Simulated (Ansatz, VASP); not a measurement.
# One calculation of Mg, two programs

```
Mg
1.0
     3.17683    0.00000    0.00000
    -1.58841    2.75121    0.00000
     0.00000    0.00000   10.31886
Mg
4
Direct
  0.66667 0.33333 0.75000
  0.00000 0.00000 0.50000
  0.33333 0.66667 0.25000
  0.00000 0.00000 0.00000
```

Alike in both runs: task relaxation of cell and atoms; functional RPBE; k mesh 10 × 10 × 3; occupations fermi-dirac, width 0.05 eV; no spin polarisation.

|  | VASP | Ansatz |
| --- | --- | --- |
| version | VASP 6.6.1 | Ansatz 0.2.0 |
| potentials or method | VASP PAW PBE potentials, release 64 (Mg) | Ansatz PAW |
| plane-wave cutoff (eV) | 600 | 420 |
| valence electrons in the cell | 8 | 40 |

VASP gave:

| Item | Value |
| --- | --- |
| relaxed volume (Å³/atom) | 23.76 |
| relaxed cell length with the largest relative difference (Å) | 10.611 |

**Question.** Estimate Ansatz's values.

**Answer.** Relaxed volume (Å³/atom): 23.88; relaxed cell length with the largest relative difference (Å): 10.631.

VASP's potentials were made for PBE, not for RPBE. VASP's potentials hold 8 valence electrons a cell and Ansatz's 40, so a difference there can come from the potentials and not from the codes.

Noted on Ansatz's run: the plane-wave basis is chosen anew once the cell has moved, so the energies of steps on either side of that aren't comparable.
